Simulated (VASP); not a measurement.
A run of VASP 6.6.1 is set up as follows.

The input INCAR:

```
ALGO     = Normal         # electronic algorithm
EDIFF    = 1E-6           # SCF threshold, eV
ENCUT    = 520            # plane-wave cutoff, eV
GGA      = PE             # functional
ISIF     = 2              # what is computed and relaxed
ISMEAR   = -1             # smearing method
ISPIN    = 2              # spin polarisation
ISYM     = 0            
LASPH    = T              # aspherical terms in the spheres
LCHARG   = F              # write CHGCAR
LMAXMIX  = 4              # l up to which the mixer works
LORBIT   = 11             # projections on sites
LREAL    = F              # projectors in reciprocal space
LWAVE    = F              # write WAVECAR
MAGMOM   = 2 2            # initial moments
NBANDS   = 21             # bands
NELM     = 150            # most SCF steps
PREC     = Accurate       # precision mode
SIGMA    = 0.1            # smearing width, eV
```

The input KPOINTS:

```
k-points
0
Gamma
  12 7 10
```

Contents of POSCAR:

```
Ni
1.0
    0.0000000000     -1.7710500000     -1.7710500000
   -3.5421000000     -1.7710500000     -1.7710500000
    0.0000000000      1.7710500000     -1.7710500000
Ni
2
Direct
    0.0000000000      0.0000000000      0.0000000000
    0.0000000000      0.5000000000      0.5000000000
```

Potentials or basis: VASP PAW PBE potentials, release 64 (Ni).

Launch:

```bash
$ cat potpaw_PBE.64/Ni/POTCAR > POTCAR
$ mpirun -np 1 vasp_std > vasp.out
```

Question: What does it give for the net moment?

Answer: 1.26 μB per cell.

Question: What does it give for the pressure?

Answer: -3.4 GPa.

Question: What does it give for the site moments?

Answer: Ni +0.65 μB.

Stress tensor (GPa, compression positive):
```
-3.43 -0.01 -0.01
-0.01 -3.39  0.06
-0.01  0.06 -3.39
```

Caveat: the cell stands under tension.
